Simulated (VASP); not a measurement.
# PbS (P1) in VASP: single point with PBEsol

Aim: the single point of PbS with PBEsol.

All numbers are computed with VASP 6.6.1; they aren't measurements. Logs are shortened: lines on timing, memory, paths and dates and some standing lists are left out, and cuts for length are marked.

### Step 1. The cell of the first run

The typed cell holds 16 atoms: a = 8.386 Å, b = 8.386 Å, c = 5.947 Å, α = 90.03°, β = 90.03°, γ = 90.00°.

### Step 2. Single point, PBEsol

File INCAR:

```
SYSTEM = PbS
PREC = Accurate
ENCUT = 520
EDIFF = 1E-7
ISMEAR = -1
SIGMA = 0.026
LREAL = Auto
LASPH = .TRUE.
NELM = 60
ALGO = Normal
ISIF = 2
LWAVE = .FALSE.
LCHARG = .TRUE.
GGA = PS
LELF = .TRUE.
LVHAR = .TRUE.
NBANDS = 94
```

File KPOINTS:

```
Automatic mesh
0
G
  2 2 2
  0 0 0
```

File POSCAR:

```
PbS
1.0
    5.9017640000     -5.9301870000      0.5763730000
    5.9017640000      5.9301870000      0.5763730000
   -0.5828540000      0.0000000000      5.9185640000
Pb S
8 8
Direct
    0.3754611412      0.3757209981      0.7509422720
    0.1221874024      0.1263331402      0.2521722278
    0.3768583378      0.8732813005      0.7529674878
    0.1265451782      0.6267848840      0.2499498007
    0.8756450936      0.3733767840      0.7463453151
    0.6286720938      0.1286553152      0.2492950873
    0.8692515673      0.8744655682      0.7512258925
    0.6263865962      0.6230757394      0.2560020717
    0.1183858936      0.1254381164      0.7423107064
    0.3719610215      0.3676591335      0.2554526592
    0.1199728760      0.6220816628      0.7379717106
    0.3689727908      0.8750155176      0.2540609051
    0.6237878657      0.1262200824      0.7436749301
    0.8743250332      0.3847703193      0.2372388698
    0.6341353099      0.6154800803      0.7381164466
    0.8674030302      0.8748397266      0.2665789059
```

Potentials or basis: VASP PAW PBE potentials, release 64 (Pb_d, S).

Run with:

```bash
> cat potpaw_PBE.64/Pb_d/POTCAR potpaw_PBE.64/S/POTCAR > POTCAR
> mpirun -np 1 vasp_std > vasp.out
```

OUTCAR:

```text
SYSTEM = PbS
   PREC = Accurate
   ENCUT = 520
   EDIFF = 1E-7
   ISMEAR = -1
   LREAL = Auto
   LASPH = .TRUE.
   NELM = 60
   ISIF = 2
   GGA = PS

 ion  position               nearest neighbor table
   1  0.375  0.376  0.751-  10 2.95  13 2.95  15 2.96  11 2.98  10 3.00   9 3.01
   2  0.122  0.126  0.252-  10 2.91   9 2.92  12 2.95  16 3.00  14 3.00   9 3.03   6 4.14
   3  0.377  0.873  0.753-  13 2.96  12 2.97  12 2.98  11 3.01   9 3.03  15 3.06   7 4.13
   4  0.127  0.627  0.250-  11 2.90  12 2.91  14 2.93  10 2.99  16 3.01  11 3.05
   5  0.876  0.373  0.746-  15 2.87   9 2.91  14 2.92  11 2.92  13 2.96  14 3.03
   6  0.629  0.129  0.249-  16 2.92  13 2.94  10 2.94  14 2.98  13 3.01  12 3.04   2 4.14
   7  0.869  0.874  0.751-  16 2.88  15 2.93  13 2.95   9 2.97  11 2.98  16 3.06   3 4.13
   8  0.626  0.623  0.256-  15 2.87  14 2.89  16 2.92  12 3.02  10 3.02  15 3.08
   9  0.118  0.125  0.742-   5 2.91   2 2.92   7 2.97   1 3.01   3 3.03   2 3.03
  10  0.372  0.368  0.255-   2 2.91   6 2.94   1 2.95   4 2.99   1 3.00   8 3.02
  11  0.120  0.622  0.738-   4 2.90   5 2.92   1 2.98   7 2.98   3 3.01   4 3.05
  12  0.369  0.875  0.254-   4 2.91   2 2.95   3 2.97   3 2.98   8 3.02   6 3.04
  13  0.624  0.126  0.744-   6 2.94   7 2.95   1 2.95   5 2.96   3 2.96   6 3.01
  14  0.874  0.385  0.237-   8 2.89   5 2.92   4 2.93   6 2.98   2 3.00   5 3.03
  15  0.634  0.615  0.738-   5 2.87   8 2.87   7 2.93   1 2.96   3 3.06   8 3.08
  16  0.867  0.875  0.267-   7 2.88   8 2.92   6 2.92   2 3.00   4 3.01   7 3.06

  LATTYP: Found a base centered monoclinic cell.
 ALAT       =    11.8596836630
 B/A-ratio  =     1.0000582087
 C/A-ratio  =     0.5014631375
 COS(beta)  =    -0.0008100247

  Lattice vectors:

 A1 = (   5.9017640000,  -5.9301870000,   0.5763730000)
 A2 = (   5.9017640000,   5.9301870000,   0.5763730000)
 A3 = (  -0.5828540000,   0.0000000000,   5.9185640000)

Analysis of symmetry for initial positions (statically):
=====================================================================
 Subroutine PRICEL returns:
 Original cell was already a primitive cell.

 Routine SETGRP: Setting up the symmetry group for a
 base centered monoclinic supercell.

 Subroutine GETGRP returns: Found  1 space group operations
 (whereof  1 operations were pure point group operations)
 out of a pool of  4 trial point group operations.

The static configuration has the point symmetry C_1 .

Analysis of symmetry for dynamics (positions and initial velocities):
=====================================================================
 Subroutine PRICEL returns:
 Original cell was already a primitive cell.

 Routine SETGRP: Setting up the symmetry group for a
 base centered monoclinic supercell.

 Subroutine GETGRP returns: Found  1 space group operations
 (whereof  1 operations were pure point group operations)
 out of a pool of  4 trial point group operations.

The dynamic configuration has the point symmetry C_1 .

 Subroutine INISYM returns: Found  1 space group operations
 (whereof  1 operations are pure point group operations),
 and found     1 'primitive' translations

----------------------------------------------------------------------------------------

                                     Primitive cell

  volume of cell :     418.2669

  direct lattice vectors                    reciprocal lattice vectors
     5.901764000 -5.930187000  0.576373000     0.083913390 -0.084314373  0.008263703
     5.901764000  5.930187000  0.576373000     0.083913390  0.084314373  0.008263703
    -0.582854000  0.000000000  5.918564000    -0.016343631  0.000000000  0.167350399

  length of vectors
     8.386306815  8.386306815  5.947194179     0.119242020  0.119242020  0.168146574

  position of ions in fractional coordinates (direct lattice)
     0.375461141  0.375720998  0.750942272
     0.122187402  0.126333140  0.252172228
     0.376858338  0.873281300  0.752967488
     0.126545178  0.626784884  0.249949801
     0.875645094  0.373376784  0.746345315
     0.628672094  0.128655315  0.249295087
[... 8 lines left out ...]
     0.634135310  0.615480080  0.738116447
     0.867403030  0.874839727  0.266578906

  ion indices of the primitive-cell ions
   primitive index   ion index
                 1           1
                 2           2
                 3           3
                 4           4
                 5           5
                 6           6
[... 8 lines left out ...]
                15          15
                16          16

----------------------------------------------------------------------------------------

 KPOINTS: Automatic mesh

Automatic generation of k-mesh.
 Grid dimensions read from file:
 generate k-points for:    2    2    2

 Generating k-lattice:

  Cartesian coordinates                     Fractional coordinates (reciprocal lattice)
     0.041956695 -0.042157187  0.004131851     0.500000000  0.000000000  0.000000000
     0.041956695  0.042157187  0.004131851     0.000000000  0.500000000  0.000000000
    -0.008171815  0.000000000  0.083675200     0.000000000  0.000000000  0.500000000

  Length of vectors
     0.059621010  0.059621010  0.084073287

  Shift w.r.t. Gamma in fractional coordinates (k-lattice)
     0.000000000  0.000000000  0.000000000

 Subroutine IBZKPT returns following result:
 ===========================================

 Found      8 irreducible k-points:

 Following reciprocal coordinates:
            Coordinates               Weight
  0.000000  0.000000  0.000000      1.000000
  0.500000  0.000000  0.000000      1.000000
  0.000000  0.500000  0.000000      1.000000
  0.500000  0.500000  0.000000      1.000000
  0.000000  0.000000  0.500000      1.000000
  0.500000  0.000000  0.500000      1.000000
  0.000000  0.500000  0.500000      1.000000
  0.500000  0.500000  0.500000      1.000000
   k-points           NKPTS =      8   k-points in BZ     NKDIM =      8   number of bands    NBANDS=     94
   number of dos      NEDOS =    301   number of ions     NIONS =     16
   total plane-waves  NPLWV = 196608
   dimension x,y,z NGX =    64 NGY =   64 NGZ =   48
   dimension x,y,z NGXF=   128 NGYF=  128 NGZF=   96
   ions per type =               8   8
   NGX,Y,Z   is equivalent  to a cutoff of  12.69, 12.69, 13.42 a.u.
   NGXF,Y,Z  is equivalent  to a cutoff of  25.37, 25.37, 26.84 a.u.
 SYSTEM =  PbS
   PREC   = accura    normal or accurate (medium, high low for compatibility)
   ISTART =      0    job   : 0-new  1-cont  2-samecut
   ICHARG =      2    charge: 1-file 2-atom 10-const
   ISPIN  =      1    spin polarized calculation?
   LNONCOLLINEAR =      F non collinear calculations
   LSORBIT =      F    spin-orbit coupling
   LASPH  =      T    aspherical Exc in radial PAW
   ENCUT  =  520.0 eV  38.22 Ry    6.18 a.u.  15.59 15.59 11.06*2*pi/ulx,y,z
   NELM   =     60;   NELMIN=  2; NELMDL= -5     # of ELM steps
   EDIFF  = 0.1E-06   stopping-criterion for ELM
   LREAL  =      T    real-space projection
   EDIFFG = 0.1E-05   stopping-criterion for IOM
   NSW    =      0    number of steps for IOM
   IBRION =     -1    ionic relax: 0-MD 1-quasi-New 2-CG
   NFREE  =      0    steps in history (QN), initial steepest desc. (CG)
   ISIF   =      2    stress and relaxation
   ISYM   =      2    0-nonsym 1-usesym 2-fastsym
   POTIM  = 0.5000    time-step for ionic-motion
   TEBEG  =    0.0;   TEEND  =   0.0 temperature during run
   PSTRESS=    0.0 pullay stress
   NELECT =     160.0000    total number of electrons
   NUPDOWN=      -1.0000    fix difference up-down
   EMIN   =  10.00;   EMAX   =-10.00  energy-range for DOS
   EFERMI =   0.00;   METHOD = LEGACY
   ISMEAR =    -1;   SIGMA  =   0.03  broadening in eV -4-tet -1-fermi 0-gaus
   EFERMI_NEDOS =   21; number of points for ismear=-14 and -15
   IALGO  =     38    algorithm
   IMIX   =      4    mixing-type and parameters
     AMIX     =   0.40;   BMIX     =  1.00
     AMIX_MAG =   1.60;   BMIX_MAG =  1.00
  volume/ion in A,a.u.               =      26.14       176.41
  Fermi-wavevector in a.u.,A,eV,Ry     =   1.188403  2.245756 19.215525  1.412301
  Thomas-Fermi vector in A             =   2.324533
   LORBIT       =      0    0 simple, 1 ext, 2 COOP (PROOUT), +10 PAW based schemes
   GGA     = PS    functional components
   LHFCALC =     F    Hartree Fock is set to
   AEXX    =    0.0000 exact exchange contribution
   IVDW    =     0    specifies the selected vdW correction
   LEPSILON=     F    determine dielectric tensor
   LRPA    =     F    only Hartree local field effects (RPA)
 non-spin polarized calculation
  energy-cutoff  :      520.00
  volume of cell :      418.27
 maximum number of plane-waves:     11312
 NGX is ok and might be reduce to    64
   NGX = 31   NGY = 31   NGZ = 23

 number of electron     159.9999997 magnetization

 Free energy of the ion-electron system (eV)
  ---------------------------------------------------
  ext. energy  EPLUGINS =         0.00000000
  ---------------------------------------------------
  free energy    TOTEN  =       -73.97465823 eV

  energy without entropy =      -73.97376526  energy(sigma->0) =      -73.97421175

 E-fermi :   5.7998     XC(G=0):  -9.8723

 val. band max:        5.6719107544   @ k =   0.0000   0.0000   0.5000
 cond. band min:       5.9274495047   @ k =   0.0000   0.0000   0.5000
 fundamental gap:      0.2555387503
 Fermi energy:         5.7997571460

 k-point     1 :       0.0000    0.0000    0.0000
  band No.  band energies     occupation
      1     -11.2660      2.00000
      2     -11.2477      2.00000
      3     -11.2341      2.00000
      4     -11.1782      2.00000
      5     -11.1743      2.00000
      6     -11.1711      2.00000
[... 84 lines left out ...]
     91       9.3903      0.00000
     92       9.6827      0.00000

 k-point     2 :       0.5000    0.0000    0.0000
  band No.  band energies     occupation
      1     -11.2490      2.00000
      2     -11.2204      2.00000
      3     -11.2069      2.00000
      4     -11.1943      2.00000
      5     -11.1775      2.00000
      6     -11.1733      2.00000
[... 559 lines left out ...]
     91       8.7773      0.00000
     92       8.8084      0.00000

 k-point     8 :       0.5000    0.5000    0.5000
  band No.  band energies     occupation
      1     -11.2028      2.00000
      2     -11.1867      2.00000
      3     -11.1755      2.00000
      4     -11.1713      2.00000
      5     -11.1526      2.00000
      6     -11.1515      2.00000
[... 84 lines left out ...]
     91       8.0146      0.00000
     92       8.0299      0.00000
 [bands above 92 left out]

------------------------ aborting loop because EDIFF is reached ----------------------------------------

  FORCE on cell =-STRESS in cart. coord.  units (eV):
  Direction    XX          YY          ZZ          XY          YZ          ZX
  --------------------------------------------------------------------------------------
  -------------------------------------------------------------------------------------
  Total       -4.4339728     -4.4323816      8.9889022      0.0435043      0.1336141     -1.3110736
  in kB      -16.9843973    -16.9783020     34.4321205      0.1666438      0.5118109     -5.0220863
  external PRESSURE =       0.1564738 kB  Pullay stress =       0.0000000 kB

 VOLUME and BASIS-vectors are now :
 -----------------------------------------------------------------------------
  energy-cutoff  :      520.00
  volume of cell :      418.27
      direct lattice vectors                 reciprocal lattice vectors
     5.901764000 -5.930187000  0.576373000     0.083913390 -0.084314373  0.008263703
     5.901764000  5.930187000  0.576373000     0.083913390  0.084314373  0.008263703
    -0.582854000  0.000000000  5.918564000    -0.016343631  0.000000000  0.167350399

 POSITION                                       TOTAL-FORCE (eV/Angst)
 -----------------------------------------------------------------------------------
      3.99561      0.00154      4.87746        -0.053903      0.024306     -0.043078
      1.31973      0.02459      1.63574         0.040910     -0.134872      0.091084
      6.93916      2.94388      5.17703         0.016533      0.095439     -0.047473
      4.30029      2.96652      1.91354         0.038515      0.011155      0.099803
      6.93642     -2.97855      5.13720         0.085340     -0.073844      0.029360
      4.32426     -2.96519      1.91197        -0.068466      0.026004      0.064925
[... 8 lines left out ...]
      6.94472     -0.11063      5.08883        -0.067545      0.270902     -0.071512
     10.12693      0.04410      2.58195        -0.052687     -0.094078     -0.050490
 -----------------------------------------------------------------------------------
    total drift:                                0.007183      0.004584     -0.000367

  FREE ENERGIE OF THE ION-ELECTRON SYSTEM (eV)
  ---------------------------------------------------
  free  energy   TOTEN  =       -73.9746582336 eV

  energy  without entropy=      -73.9737652597  energy(sigma->0) =      -73.97421175
```

It took 4.5 min on 1 thread of Intel Xeon 6975P-C (Granite Rapids), shared host; peak memory 0.54 GiB.

What came out:

```yaml
Free_energy: -73.9747 eV
Pressure: 0.0 GPa
Largest_force: 0.374 eV/Å
Band_gap_on_the_k_mesh: 0.26 eV
```

Forces on the atoms (eV/Å):
```
Pb  -0.054  0.024 -0.043
Pb   0.041 -0.135  0.091
Pb   0.017  0.095 -0.047
Pb   0.039  0.011  0.100
Pb   0.085 -0.074  0.029
Pb  -0.068  0.026  0.065
Pb   0.129 -0.129 -0.047
Pb   0.034  0.070  0.060
S    0.080 -0.357 -0.078
S   -0.039  0.059  0.032
S    0.091  0.016 -0.053
S    0.136  0.124  0.005
S   -0.218  0.062 -0.106
S   -0.151  0.030  0.114
S   -0.068  0.271 -0.072
S   -0.053 -0.094 -0.050
```

Stress tensor (GPa, compression positive):
```
-1.70  0.02 -0.50
 0.02 -1.70  0.05
-0.50  0.05  3.44
```

Caveat: the k points lie up to 0.53 Å⁻¹ apart; the atoms stand as in a frame of molecular dynamics; the PAW data sets were made with another functional, which shifts forces and pressure a little; spin-orbit coupling is left out, which moves the levels of the heavy elements.
